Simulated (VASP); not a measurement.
# MoS2 (R3m) in VASP: single point with LDA+U

Aim: the single point of MoS2 with LDA+U.

All numbers are computed with VASP 6.6.1; they aren't measurements. Logs are shortened: lines on timing, memory, paths and dates and some standing lists are left out, and cuts for length are marked.

**1. The cell of the first run**

Symmetry: R3m, No. 160, trigonal system. Conventional cell: a = 3.163 Å, b = 3.163 Å, c = 18.370 Å, α = 90.00°, β = 90.00°, γ = 120.00°. Within 3.1 Å of Mo (site symmetry 3m) lie 6 S at 2.36 Å. Within 3.1 Å of S (site symmetry 3m) lie 3 Mo at 2.36 Å and 1 S at 3.00 Å. S (site symmetry 3m) has 3 Mo at 2.36 Å and 1 S at 3.00 Å within 3.1 Å.

**2. Single point, LDA+U, collinear spin, ferromagnetic start**

INCAR reads:

```
SYSTEM = MoS2
PREC = Accurate
ENCUT = 520
EDIFF = 1E-6
ISMEAR = 0
SIGMA = 0.05
LREAL = .FALSE.
LASPH = .TRUE.
NELM = 150
ALGO = Normal
ISIF = 2
LWAVE = .FALSE.
LCHARG = .FALSE.
ISPIN = 2
MAGMOM = 2 0 0
LORBIT = 11
LMAXMIX = 4
LDAU = .TRUE.
LDAUTYPE = 1
LDAUL = 2 -1
LDAUU = 7 0
LDAUJ = 0.5 0
LDAUPRINT = 1
NBANDS = 24
```

KPOINTS reads:

```
regular mesh
0
G
  7 7 7
  0 0 0
```

POSCAR reads:

```
MoS2
1.0
    1.5814998900      0.9130793900      6.1233282100
   -1.5814998900      0.9130793900      6.1233282100
    0.0000000000     -1.8261587800      6.1233282100
Mo S
1 2
Direct
    0.0000000000      0.0000000000      0.0000000000
    0.7484000000      0.7484000000      0.7484000000
    0.5849000000      0.5849000000      0.5849000000
```

Potentials or basis: VASP PAW LDA potentials, release 64 (Mo_sv, S).

Launch:

```
$ cat potpaw_LDA.64/Mo_sv/POTCAR potpaw_LDA.64/S/POTCAR > POTCAR
$ mpirun -np 1 vasp_std > vasp.out
```

OUTCAR:

```text
SYSTEM = MoS2
   PREC = Accurate
   ENCUT = 520
   EDIFF = 1E-6
   ISMEAR = 0
   LREAL = .FALSE.
   LASPH = .TRUE.
   NELM = 150
   ISIF = 2
   ISPIN = 2
   LORBIT = 11

 ion  position               nearest neighbor table
   1  0.000  0.000  0.000-   2 2.36   2 2.36   2 2.36   3 2.36   3 2.36   3 2.36
   2  0.748  0.748  0.748-   1 2.36   1 2.36   1 2.36
   3  0.585  0.585  0.585-   1 2.36   1 2.36   1 2.36

  LATTYP: Found a trigonal (rhomboedric) cell.
 ALAT       =     6.3898360106
 COS(alpha) =     0.8774851015

  Lattice vectors:

 A1 = (   1.5814998900,   0.9130793900,   6.1233282100)
 A2 = (  -1.5814998900,   0.9130793900,   6.1233282100)
 A3 = (   0.0000000000,  -1.8261587800,   6.1233282100)

Analysis of symmetry for initial positions (statically):
=====================================================================
 Subroutine PRICEL returns:
 Original cell was already a primitive cell.

 Routine SETGRP: Setting up the symmetry group for a
 trigonal (rhombohedral) supercell.

 Subroutine GETGRP returns: Found  6 space group operations
 (whereof  6 operations were pure point group operations)
 out of a pool of 12 trial point group operations.

The static configuration has the point symmetry C_3v.

Analysis of symmetry for dynamics (positions and initial velocities):
=====================================================================
 Subroutine PRICEL returns:
 Original cell was already a primitive cell.

 Routine SETGRP: Setting up the symmetry group for a
 trigonal (rhombohedral) supercell.

 Subroutine GETGRP returns: Found  6 space group operations
 (whereof  6 operations were pure point group operations)
 out of a pool of 12 trial point group operations.

The dynamic configuration has the point symmetry C_3v.

Analysis of structural, dynamic, and magnetic symmetry:
=====================================================================
 Subroutine PRICEL returns:
 Original cell was already a primitive cell.

 Routine SETGRP: Setting up the symmetry group for a
 trigonal (rhombohedral) supercell.

 Subroutine GETGRP returns: Found  6 space group operations
 (whereof  6 operations were pure point group operations)
 out of a pool of 12 trial point group operations.

The overall configuration has the point symmetry C_3v.

 Subroutine INISYM returns: Found  6 space group operations
 (whereof  6 operations are pure point group operations),
 and found     1 'primitive' translations

----------------------------------------------------------------------------------------

                                     Primitive cell

  volume of cell :      53.0538

  direct lattice vectors                    reciprocal lattice vectors
     1.581499890  0.913079390  6.123328210     0.316155571  0.182532503  0.054436627
    -1.581499890  0.913079390  6.123328210    -0.316155571  0.182532503  0.054436627
     0.000000000 -1.826158780  6.123328210     0.000000000 -0.365065006  0.054436627

  length of vectors
     6.389836011  6.389836011  6.389836012     0.369101349  0.369101349  0.369101348

  position of ions in fractional coordinates (direct lattice)
     0.000000000  0.000000000  0.000000000
     0.748400000  0.748400000  0.748400000
     0.584900000  0.584900000  0.584900000

  ion indices of the primitive-cell ions
   primitive index   ion index
                 1           1
                 2           2
                 3           3

----------------------------------------------------------------------------------------

 KPOINTS: regular mesh

Automatic generation of k-mesh.
 Grid dimensions read from file:
[... 64 lines left out ...]
   NELM   =    150;   NELMIN=  2; NELMDL= -5     # of ELM steps
   EDIFF  = 0.1E-05   stopping-criterion for ELM
   LREAL  =      F    real-space projection
[... 7 lines left out ...]
   TEBEG  =    0.0;   TEEND  =   0.0 temperature during run
   PSTRESS=    0.0 pullay stress
   NELECT =      26.0000    total number of electrons
   NUPDOWN=      -1.0000    fix difference up-down
   EMIN   =  10.00;   EMAX   =-10.00  energy-range for DOS
   EFERMI =   0.00;   METHOD = LEGACY
   ISMEAR =     0;   SIGMA  =   0.05  broadening in eV -4-tet -1-fermi 0-gaus
   EFERMI_NEDOS =   21; number of points for ismear=-14 and -15
   IALGO  =     38    algorithm
   IMIX   =      4    mixing-type and parameters
     AMIX     =   0.40;   BMIX     =  1.00
     AMIX_MAG =   1.60;   BMIX_MAG =  1.00
  volume/ion in A,a.u.               =      17.68       119.34
  Fermi-wavevector in a.u.,A,eV,Ry     =   1.290705  2.439079 22.666222  1.665920
  Thomas-Fermi vector in A             =   2.422520
   LORBIT       =     11    0 simple, 1 ext, 2 COOP (PROOUT), +10 PAW based schemes
 LDA+U is selected, type is set to LDAUTYPE =  1
   angular momentum for each species LDAUL =     2   -1
   U (eV)           for each species LDAUU =   7.0  0.0
   J (eV)           for each species LDAUJ =   0.5  0.0
   GGA     = CA    functional components
   LHFCALC =     F    Hartree Fock is set to
   AEXX    =    0.0000 exact exchange contribution
   IVDW    =     0    specifies the selected vdW correction
   LEPSILON=     F    determine dielectric tensor
   LRPA    =     F    only Hartree local field effects (RPA)
 spin polarized calculation
 Gauss-broadening in eV      SIGMA  =   0.05
  energy-cutoff  :      520.00
  volume of cell :       53.05
 maximum number of plane-waves:      1438
   NGX = 23   NGY = 23   NGZ = 23

 number of electron      26.0000001 magnetization      -0.0008452

atom =   1  type =  1  l = 2

 onsite density matrix

spin component  1

  0.3916  0.0000  0.0000  0.0004 -0.0000
  0.0000  0.3846  0.0000 -0.0000  0.0004
  0.0000  0.0000  0.4312  0.0000  0.0000
  0.0004 -0.0000  0.0000  0.3846  0.0000
 -0.0000  0.0004  0.0000  0.0000  0.3916

spin component  2

  0.3915 -0.0000  0.0000  0.0004 -0.0000
 -0.0000  0.3846  0.0000  0.0000  0.0004
  0.0000  0.0000  0.4313  0.0000  0.0000
  0.0004  0.0000  0.0000  0.3846 -0.0000
 -0.0000  0.0004  0.0000 -0.0000  0.3915

 occupancies and eigenvectors

  o =  0.3846  v =  0.0602  0.0000  0.0000 -0.9982 -0.0000  0.0000  0.0000  0.0000  0.0000  0.0000      0.0000  0.0000  0.0000  0.0000  0.0000  0.0000  0.0000  0.0000  0.0000  0.0000
  o =  0.3846  v = -0.0000  0.9982  0.0000  0.0000 -0.0602  0.0000  0.0000  0.0000  0.0000  0.0000      0.0000  0.0000  0.0000  0.0000  0.0000  0.0000  0.0000  0.0000  0.0000  0.0000
  o =  0.3846  v =  0.0000  0.0000  0.0000  0.0000  0.0000  0.0608  0.0000  0.0000 -0.9982 -0.0000      0.0000  0.0000  0.0000  0.0000  0.0000  0.0000  0.0000  0.0000  0.0000  0.0000
  o =  0.3846  v =  0.0000  0.0000  0.0000  0.0000  0.0000 -0.0000  0.9982  0.0000  0.0000 -0.0608      0.0000  0.0000  0.0000  0.0000  0.0000  0.0000  0.0000  0.0000  0.0000  0.0000
  o =  0.3915  v =  0.0000  0.0000  0.0000  0.0000  0.0000 -0.9982 -0.0000  0.0000 -0.0608 -0.0000      0.0000  0.0000  0.0000  0.0000  0.0000  0.0000  0.0000  0.0000  0.0000  0.0000
  o =  0.3915  v =  0.0000  0.0000  0.0000  0.0000  0.0000 -0.0000  0.0608 -0.0000 -0.0000  0.9982      0.0000  0.0000  0.0000  0.0000  0.0000  0.0000  0.0000  0.0000  0.0000  0.0000
  o =  0.3916  v = -0.9982 -0.0000  0.0000 -0.0602 -0.0000  0.0000  0.0000  0.0000  0.0000  0.0000      0.0000  0.0000  0.0000  0.0000  0.0000  0.0000  0.0000  0.0000  0.0000  0.0000
  o =  0.3916  v = -0.0000  0.0602 -0.0000 -0.0000  0.9982  0.0000  0.0000  0.0000  0.0000  0.0000      0.0000  0.0000  0.0000  0.0000  0.0000  0.0000  0.0000  0.0000  0.0000  0.0000
  o =  0.4312  v =  0.0000  0.0000  1.0000  0.0000  0.0000  0.0000  0.0000  0.0000  0.0000  0.0000      0.0000  0.0000  0.0000  0.0000  0.0000  0.0000  0.0000  0.0000  0.0000  0.0000
  o =  0.4313  v =  0.0000  0.0000  0.0000  0.0000  0.0000  0.0000  0.0000  1.0000  0.0000  0.0000      0.0000  0.0000  0.0000  0.0000  0.0000  0.0000  0.0000  0.0000  0.0000  0.0000

 number of electron      26.0000001 magnetization       0.0000564

 Free energy of the ion-electron system (eV)
  ---------------------------------------------------
  ext. energy  EPLUGINS =         0.00000000
  ---------------------------------------------------
  free energy    TOTEN  =       -16.60574021 eV

  energy without entropy =      -16.60574021  energy(sigma->0) =      -16.60574021

 E-fermi :   8.1514     XC(G=0): -11.1100

 val. band max:        7.7606628355   @ k =   0.4286   0.4286   0.4286
 cond. band min:       8.6569236587   @ k =  -0.2857   0.2857   0.0000
 fundamental gap:      0.8962608232
 Fermi energy:         8.1514437423

 spin component 1

 k-point     1 :       0.0000    0.0000    0.0000
  band No.  band energies     occupation
      1     -54.1457      1.00000
      2     -28.4722      1.00000
      3     -28.2890      1.00000
      4     -28.2890      1.00000
      5      -7.5894      1.00000
      6      -5.6897      1.00000
[... 1289 lines left out ...]
     23      18.8256      0.00000
     24      19.5995      0.00000

 [... further k-points ...]

------------------------ aborting loop because EDIFF is reached ----------------------------------------

  FORCE on cell =-STRESS in cart. coord.  units (eV):
  Direction    XX          YY          ZZ          XY          YZ          ZX
  --------------------------------------------------------------------------------------
  -------------------------------------------------------------------------------------
  Total        1.0768339      1.0768339      3.5461835      0.0000000      0.0000000      0.0000000
  in kB       32.5194198     32.5194200    107.0915728      0.0000000      0.0000000      0.0000000
  external PRESSURE =      57.3768042 kB  Pullay stress =       0.0000000 kB

 VOLUME and BASIS-vectors are now :
 -----------------------------------------------------------------------------
  energy-cutoff  :      520.00
  volume of cell :       53.05
      direct lattice vectors                 reciprocal lattice vectors
     1.581499890  0.913079390  6.123328210     0.316155571  0.182532503  0.054436627
    -1.581499890  0.913079390  6.123328210    -0.316155571  0.182532503  0.054436627
     0.000000000 -1.826158780  6.123328210     0.000000000 -0.365065006  0.054436627

 POSITION                                       TOTAL-FORCE (eV/Angst)
 -----------------------------------------------------------------------------------
      0.00000      0.00000      0.00000         0.000000     -0.000000     -0.001067
      0.00000      0.00000     13.74810         0.000000     -0.000000      1.313941
      0.00000      0.00000     10.74460         0.000000      0.000000     -1.312874
 -----------------------------------------------------------------------------------
    total drift:                                0.000000     -0.000000     -0.000012

  FREE ENERGIE OF THE ION-ELECTRON SYSTEM (eV)
  ---------------------------------------------------
  free  energy   TOTEN  =       -16.6057402090 eV

  energy  without entropy=      -16.6057402090  energy(sigma->0) =      -16.60574021

 total charge

# of ion       s       p       d       tot
------------------------------------------
    1        2.321   6.253   3.911  12.485
    2        1.361   2.373   0.000   3.734
    3        1.361   2.373   0.000   3.734
--------------------------------------------------
tot          5.043  10.999   3.911  19.952

 magnetization (x)

# of ion       s       p       d       tot
------------------------------------------
    1        0.000  -0.000  -0.000  -0.000
    2       -0.000  -0.000   0.000  -0.000
    3       -0.000  -0.000   0.000  -0.000
--------------------------------------------------
tot         -0.000  -0.000  -0.000  -0.000
```

Wall time 3.6 min (1 thread of Intel Xeon Platinum 8488C (Sapphire Rapids), shared host); peak memory 0.3 GiB.

Results:

| Item | Value |
| --- | --- |
| Free energy | -16.6057 eV |
| Pressure | 5.7 GPa |
| Largest force | 1.314 eV/Å |
| Band gap on the k mesh | 0.90 eV, indirect (least direct gap 2.05 eV) |
| Net moment | 0.00 μB per cell |
| Valence electrons inside the program's atomic spheres | Mo 12.48; S 3.73 |

Forces in eV/Å, atoms in the order of the input:
```
Mo   0.000  0.000 -0.001
S    0.000  0.000  1.314
S    0.000  0.000 -1.313
```

Eigenvalues of the final occupation matrices:
```csv
site,spin,trace,eigenvalues
site 1 d,1,1.98,0.38 0.38 0.39 0.39 0.43
site 1 d,2,1.98,0.38 0.38 0.39 0.39 0.43
```

Caveat: forces of over 1 eV/Å act on the atoms, so gaps and moduli don't describe the material at rest.
